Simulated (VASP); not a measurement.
# V (P6_3/mmc) in VASP: settings compared, part 2 of 2

VASP 6.6.1. The steps go on from the part before.

**4. Single point, PBE+D3(BJ), collinear spin, ferromagnetic start**

This run uses another cell than the first one, of 13.87 Å³/atom, 1.024 times its volume.

Contents of INCAR:

```
PREC = Accurate ; ENCUT = 520
EDIFF = 1E-7 ; ISMEAR = -1
SIGMA = 0.05 ; LREAL = False
LASPH = True ; NELM = 150
ALGO = Normal ; ISIF = 2
LWAVE = False ; LCHARG = False
ISPIN = 2 ; MAGMOM = 2 2
LORBIT = 11 ; LMAXMIX = 4
GGA = PE ; IVDW = 12
NBANDS = 24
```

Contents of KPOINTS:

```
regular mesh
0
Gamma
  12 12 6
```

Contents of POSCAR:

```
V
1.0
    2.6042941027      0.0000000000      0.0000000000
   -1.3021470513      2.2553848518      0.0000000000
    0.0000000000      0.0000000000      4.7233360000
V
2
Direct
    0.3333333333      0.6666666667      0.2500000000
    0.6666666667      0.3333333333      0.7500000000
```

Potentials or basis: VASP PAW PBE potentials, release 64 (V_sv).

Command:

```sh
cat potpaw_PBE.64/V_sv/POTCAR > POTCAR
mpirun -np 1 vasp_std > vasp.out
```

OUTCAR:

```text
PREC = Accurate
   ENCUT = 520
   EDIFF = 1E-7
   ISMEAR = -1
   LREAL = False
   LASPH = True
   NELM = 150
   ISIF = 2
   ISPIN = 2
   LORBIT = 11
   GGA = PE
   IVDW = 12
 IVDW          = 12

 ion  position               nearest neighbor table
   1  0.333  0.667  0.250-   2 2.80   2 2.80   2 2.80   2 2.80   2 2.80   2 2.80
   2  0.667  0.333  0.750-   1 2.80   1 2.80   1 2.80   1 2.80   1 2.80   1 2.80

  LATTYP: Found a hexagonal cell.
 ALAT       =     2.6042941027
 C/A-ratio  =     1.8136722712

  Lattice vectors:

 A1 = (   2.6042941027,   0.0000000000,   0.0000000000)
 A2 = (  -1.3021470513,   2.2553848518,   0.0000000000)
 A3 = (   0.0000000000,   0.0000000000,   4.7233360000)

Analysis of symmetry for initial positions (statically):
=====================================================================
 Subroutine PRICEL returns:
 Original cell was already a primitive cell.

 Routine SETGRP: Setting up the symmetry group for a
 hexagonal supercell.

 Subroutine GETGRP returns: Found 24 space group operations
[... 852 lines left out ...]
      6     -27.6565      1.00000
[... 637 lines left out ...]
     23      24.6256      0.00000
     24      26.7712      0.00000

 [... further k-points ...]

------------------------ aborting loop because EDIFF is reached ----------------------------------------

 Edisp (eV)   -1.31812

 E8    (eV) :    -0.6162

  FORCE on cell =-STRESS in cart. coord.  units (eV):
  Direction    XX          YY          ZZ          XY          YZ          ZX
  --------------------------------------------------------------------------------------
  -------------------------------------------------------------------------------------
  Total      -1.35887    -1.35887    -1.54744    -0.00000     0.00000    -0.00000
  in kB     -78.47467   -78.47467   -89.36470    -0.00000     0.00000    -0.00000
  external pressure =      -82.10 kB  Pullay stress =        0.00 kB

 VOLUME and BASIS-vectors are now :
 -----------------------------------------------------------------------------
  energy-cutoff  :      520.00
  volume of cell :       27.74
      direct lattice vectors                 reciprocal lattice vectors
     2.604294103  0.000000000  0.000000000     0.383981210  0.221691655  0.000000000
    -1.302147051  2.255384852  0.000000000     0.000000000  0.443383310  0.000000000
     0.000000000  0.000000000  4.723336000     0.000000000  0.000000000  0.211714771

 POSITION                                       TOTAL-FORCE (eV/Angst)
 -----------------------------------------------------------------------------------
     -0.00000      1.50359      1.18083         0.000000      0.000000      0.000000
      1.30215      0.75179      3.54250        -0.000000     -0.000000      0.000000
 -----------------------------------------------------------------------------------
    total drift:                                0.000000     -0.000000      0.000000

  FREE ENERGIE OF THE ION-ELECTRON SYSTEM (eV)
  ---------------------------------------------------
  free  energy   TOTEN  =       -18.8150916292 eV

  energy  without entropy=      -18.7891118352  energy(sigma->0) =      -18.80210173

 total charge

# of ion       s       p       d       tot
------------------------------------------
    1        2.343   6.208   3.077  11.628
    2        2.343   6.208   3.077  11.628
--------------------------------------------------
tot          4.686  12.417   6.154  23.256

 magnetization (x)

# of ion       s       p       d       tot
------------------------------------------
    1       -0.000  -0.000  -0.000  -0.000
    2       -0.000  -0.000  -0.000  -0.000
--------------------------------------------------
tot         -0.000  -0.000  -0.000  -0.000
```

OSZICAR:

```text
N       E                     dE             d eps       ncg     rms          rms(c)
DAV:   1     0.316932425506E+03    0.31693E+03   -0.15712E+04  7296   0.127E+03
DAV:   2    -0.104901685717E+02   -0.32742E+03   -0.31771E+03  7472   0.420E+02
DAV:   3    -0.190320110455E+02   -0.85418E+01   -0.85121E+01  8536   0.805E+01
DAV:   4    -0.190881635099E+02   -0.56152E-01   -0.56150E-01  8040   0.695E+00
DAV:   5    -0.190889616506E+02   -0.79814E-03   -0.79813E-03  8584   0.758E-01    0.260E+01
DAV:   6    -0.172386769955E+02    0.18503E+01   -0.62964E+00  8048   0.267E+01    0.436E+00
DAV:   7    -0.174401634305E+02   -0.20149E+00   -0.36321E-01  8160   0.562E+00    0.428E+00
DAV:   8    -0.174701220358E+02   -0.29959E-01   -0.14584E-02  7744   0.113E+00    0.160E+00
DAV:   9    -0.174882203689E+02   -0.18098E-01   -0.74999E-03  8056   0.664E-01    0.727E-01
DAV:  10    -0.174967105577E+02   -0.84902E-02   -0.83776E-03  8096   0.599E-01    0.858E-02
DAV:  11    -0.174969621268E+02   -0.25157E-03   -0.34489E-04  7864   0.175E-01    0.479E-02
DAV:  12    -0.174969734438E+02   -0.11317E-04   -0.22467E-05  8280   0.440E-02    0.172E-02
DAV:  13    -0.174969751733E+02   -0.17296E-05   -0.28223E-06  8112   0.146E-02    0.711E-03
DAV:  14    -0.174969747949E+02    0.37847E-06   -0.18759E-07  7144   0.387E-03    0.206E-03
DAV:  15    -0.174969744374E+02    0.35745E-06   -0.90850E-08  5120   0.269E-03    0.949E-04
DAV:  16    -0.174969744329E+02    0.44911E-08   -0.99015E-09  3808   0.945E-04
   1 F= -.18815092E+02 E0= -.18802102E+02  d E =-.259798E-01  mag=    -0.0001
```

stdout:

```text
POSCAR found type information on POSCAR V
 POSCAR found :  1 types and       2 ions
 scaLAPACK will be used
 LDA part: xc-table for (Slater+PW92), standard interpolation
 POSCAR, INCAR and KPOINTS ok, starting setup
 FFT: planning ... GRIDC
 FFT: planning ... GRID_SOFT
 FFT: planning ... GRID
 WAVECAR not read
 entering main loop
```

It took 43 s on 1 thread of Intel Xeon 6975P-C (Granite Rapids), shared host; peak memory 0.2 GiB.

Results:

* Free energy: -18.8151 eV
* Pressure: -8.2 GPa
* Band gap on the k mesh: zero (filled and empty bands overlap)
* Net moment: 0.00 μB per cell
* Valence electrons inside the program's atomic spheres: V 11.63
* Dispersion energy per atom: -0.659 eV

Caveat: three body term missing; pairwise dispersion overbinds metals, which lowers pressure and volume.

**5. The runs side by side**

| level | cell | gap on the mesh (eV) | pressure (GPa) | moment (μB) |
| --- | --- | --- | --- | --- |
| PBE+D4 | a = 2.589, b = 2.589, c = 4.669 Å, angles 90.0, 90.0, 120.0°, 2 atoms | none | 0.2 | 0.00 |
| PBE | a = 2.606, b = 2.606, c = 4.701 Å, angles 90.0, 90.0, 120.0°, 2 atoms | none | 0.2 | 0.00 |
| PBE+D3(BJ) | a = 2.604, b = 2.604, c = 4.723 Å, angles 90.0, 90.0, 120.0°, 2 atoms | none | -8.2 | 0.00 |

Alike in all rows: task single point; potentials or basis VASP PAW PBE potentials, release 64 (V_sv); spin collinear, ferromagnetic start; k mesh 12 × 12 × 6; cutoff (eV) 520; smearing fermi-dirac 0.05 eV.

Caveats: pairwise dispersion overbinds metals, which lowers pressure and volume (some runs); three body term missing (some runs).

Total energies depend on the potentials used, so only differences within one code and one set of settings carry meaning.
